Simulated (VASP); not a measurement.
Te, 1 atom in the cell. It takes space group P6/mmm (No. 191, hexagonal). The conventional cell has a = 2.833 Å, b = 2.833 Å, c = 2.648 Å, α = 90.00°, β = 90.00°, γ = 120.00°. Te (site symmetry 6/mmm) has 8 Te at 2.65 to 2.83 Å within 3.5 Å. This isn't the form of Te at room conditions, which is trigonal, of chains.

| Item | Value |
| --- | --- |
| Program | VASP 6.6.1 |
| Task | relaxation of cell and atoms |
| Functional | PBE |
| Potentials or basis | VASP PAW PBE potentials, release 64 (Te) |
| Cutoff | 600 eV |
| k mesh | 16 × 16 × 14 |
| Occupations | fermi-dirac, width 0.08 eV |
| Spin | no spin polarisation |
| Target pressure | 87 GPa |
| Dipole correction | no |
| Further INCAR settings | ALGO = Normal; EDIFF = 1e-07; IBRION = 2; EDIFFG = -0.005; NSW = 32; ISIF = 3 |

Potentials or basis: VASP PAW PBE potentials, release 64 (Te).

Launch:

```bash
$ cat potpaw_PBE.64/Te/POTCAR > POTCAR
$ mpirun -np 1 vasp_std > vasp.out
```

Hardware: 1 thread of AMD EPYC 9R45 (Zen 5), with other jobs on the host.

**Question.** Estimate the wall time of this run.

**Answer.** Wall time 58 s on 1 thread of AMD EPYC 9R45 (Zen 5) (shared host), peak memory 0.14 GiB. Counts: scf iterations 42, k points 240, ion steps 7.
